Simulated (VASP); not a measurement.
# AlCu5 (P-3m1) in VASP: further runs, part 2 of 2

VASP 6.6.1. Earlier steps stand in the parts before.

## Step 5: Single point, PBE

File INCAR:

```
PREC = Accurate ; ENCUT = 520
EDIFF = 1E-7 ; ISMEAR = 0
SIGMA = 0.1 ; LREAL = False
LASPH = True ; NELM = 80
ALGO = Fast ; ISIF = 2
LWAVE = False ; LCHARG = False
GGA = PE ; NBANDS = 38
```

File KPOINTS:

```
Automatic mesh
0
Gamma
  18 18 4
```

File POSCAR:

```
AlCu5
1.0
    2.6384703470      0.0000000000      0.0000000000
   -1.3192351735      2.2849823476      0.0000000000
    0.0000000000      0.0000000000     12.4834162039
Al Cu
1 5
Direct
    0.0000000000      0.0000000000      0.5000000000
    0.3333333333      0.6666666667      0.8353464776
    0.6666666667      0.3333333333      0.6692305011
    0.3333333333      0.6666666667      0.3307694989
    0.6666666667      0.3333333333      0.1646535224
    0.0000000000      0.0000000000      0.0000000000
```

Potentials or basis: VASP PAW PBE potentials, release 64 (Al, Cu).

The run is started by

```bash
> cat potpaw_PBE.64/Al/POTCAR potpaw_PBE.64/Cu/POTCAR > POTCAR
> mpirun -np 1 vasp_std > vasp.out
```

OUTCAR:

```text
PREC = Accurate
   ENCUT = 520
   EDIFF = 1E-7
   ISMEAR = 0
   LREAL = False
   LASPH = True
   NELM = 80
   ISIF = 2
   GGA = PE

 ion  position               nearest neighbor table
   1  0.000  0.000  0.500-   3 2.60   4 2.60   4 2.60   3 2.60   3 2.60   4 2.60
   2  0.333  0.667  0.835-   6 2.56   6 2.56   6 2.56   3 2.57   3 2.57   3 2.57
   3  0.667  0.333  0.669-   2 2.57   2 2.57   2 2.57   1 2.60   1 2.60   1 2.60
   4  0.333  0.667  0.331-   5 2.57   5 2.57   5 2.57   1 2.60   1 2.60   1 2.60
   5  0.667  0.333  0.165-   6 2.56   6 2.56   6 2.56   4 2.57   4 2.57   4 2.57
   6  0.000  0.000  0.000-   2 2.56   5 2.56   2 2.56   5 2.56   5 2.56   2 2.56

  LATTYP: Found a hexagonal cell.
 ALAT       =     2.6384703470
 C/A-ratio  =     4.7313081301

  Lattice vectors:

 A1 = (   2.6384703470,   0.0000000000,   0.0000000000)
 A2 = (  -1.3192351735,   2.2849823476,   0.0000000000)
 A3 = (   0.0000000000,   0.0000000000,  12.4834162039)

Analysis of symmetry for initial positions (statically):
=====================================================================
 Subroutine PRICEL returns:
[... 176 lines left out ...]
  free energy    TOTEN  =       -22.51581564 eV

  energy without entropy =      -22.50717741  energy(sigma->0) =      -22.51149653

 E-fermi :   7.6883     XC(G=0): -12.1957

 val. band max:        7.6809255792   @ k =   0.2222   0.0556   0.5000
 cond. band min:       7.6982921592   @ k =   0.4444   0.0556   0.0000
 fundamental gap:      0.0173665801
 Fermi energy:         7.6883431917

 k-point     1 :       0.0000    0.0000    0.0000
  band No.  band energies     occupation
      1      -3.1456      2.00000
      2      -0.8529      2.00000
      3      -0.6972      2.00000
      4       1.5842      2.00000
      5       1.6740      2.00000
      6       2.8613      2.00000
[... 973 lines left out ...]
     37      14.6204      0.00000
     38      15.4429      0.00000

 [... further k-points ...]
[... 5 lines left out ...]
  --------------------------------------------------------------------------------------
  -------------------------------------------------------------------------------------
  Total        0.1901527      0.1901527      0.2536550      0.0000000      0.0000000      0.0000000
  in kB        4.0480384      4.0480384      5.3998976      0.0000000      0.0000000      0.0000000
  external PRESSURE =       4.4986581 kB  Pullay stress =       0.0000000 kB

 VOLUME and BASIS-vectors are now :
 -----------------------------------------------------------------------------
  energy-cutoff  :      520.00
  volume of cell :       75.26
      direct lattice vectors                 reciprocal lattice vectors
     2.638470347  0.000000000  0.000000000     0.379007481  0.218820071  0.000000000
    -1.319235174  2.284982348  0.000000000     0.000000000  0.437640142  0.000000000
     0.000000000  0.000000000 12.483416204     0.000000000  0.000000000  0.080106277

 POSITION                                       TOTAL-FORCE (eV/Angst)
 -----------------------------------------------------------------------------------
      0.00000      0.00000      6.24171         0.000000      0.000000      0.000000
     -0.00000      1.52332     10.42798        -0.000000      0.000000     -0.005465
      1.31924      0.76166      8.35428        -0.000000      0.000000      0.004268
     -0.00000      1.52332      4.12913         0.000000     -0.000000     -0.004268
      1.31924      0.76166      2.05544         0.000000     -0.000000      0.005465
      0.00000      0.00000      0.00000         0.000000      0.000000      0.000000
 -----------------------------------------------------------------------------------
    total drift:                                0.000000     -0.000000      0.000000

  FREE ENERGIE OF THE ION-ELECTRON SYSTEM (eV)
  ---------------------------------------------------
  free  energy   TOTEN  =       -22.5158156381 eV

  energy  without entropy=      -22.5071774133  energy(sigma->0) =      -22.51149653
```

stdout:

```text
POSCAR found type information on POSCAR AlCu
 POSCAR found :  2 types and       6 ions
 scaLAPACK will be used
 LDA part: xc-table for (Slater+PW92), standard interpolation
 POSCAR, INCAR and KPOINTS ok, starting setup
 FFT: planning ... GRIDC
 FFT: planning ... GRID_SOFT
 FFT: planning ... GRID
 WAVECAR not read
 entering main loop
WARNING in EDDRMM: call to ZHEGV failed, returncode =   8  4     38
```

Wall time 9 min (1 thread of Intel Xeon Platinum 8488C (Sapphire Rapids), shared host); peak memory 0.4 GiB.

What came out:

| Quantity | Value |
| --- | --- |
| Free energy | -22.5158 eV |
| Pressure | 0.4 GPa |
| Largest force | 0.005 eV/Å |
| Band gap on the k mesh | zero (band 29 reaches 10.22 eV, above the bottom of band 30 at 6.00 eV) |

Forces in eV/Å, atoms in the order of the input:
```
Al   0.000  0.000  0.000
Cu   0.000  0.000 -0.005
Cu   0.000  0.000  0.004
Cu   0.000  0.000 -0.004
Cu   0.000  0.000  0.005
Cu   0.000  0.000  0.000
```

Stress tensor (GPa, compression positive):
```
0.40 0.00 0.00
0.00 0.40 0.00
0.00 0.00 0.54
```

## Step 6: Overview

| task | cell | k mesh | cutoff (eV) | gap on the mesh (eV) | pressure (GPa) | largest force (eV/Å) |
| --- | --- | --- | --- | --- | --- | --- |
| single point | a = 2.651, b = 2.651, c = 12.375 Å, angles 90.0, 90.0, 120.0°, 6 atoms | 6 × 6 × 2 | 520 | none | 0.8 | 0.01 |
| single point | a = 2.656, b = 2.656, c = 13.012 Å, angles 90.0, 90.0, 120.0°, 6 atoms | 6 × 6 × 2 | 520 | none | -5.7 | 0.15 |
| relaxation of cell and atoms | relaxed from a = 2.656, b = 2.656, c = 13.012 Å, angles 90.0, 90.0, 120.0°, 6 atoms | 6 × 6 × 2 | 600 | none | -0.2 | 0.03 |
| single point | a = 2.638, b = 2.638, c = 12.483 Å, angles 90.0, 90.0, 120.0°, 6 atoms | 18 × 18 × 4 | 520 | none | 0.4 | 0.01 |

Alike in all rows: level PBE; potentials or basis VASP PAW PBE potentials, release 64 (Al, Cu); no spin polarisation; smearing gaussian 0.1 eV.

Caveats: some runs use coarse meshes.

Absolute energies hang on the potentials; compare differences alone.
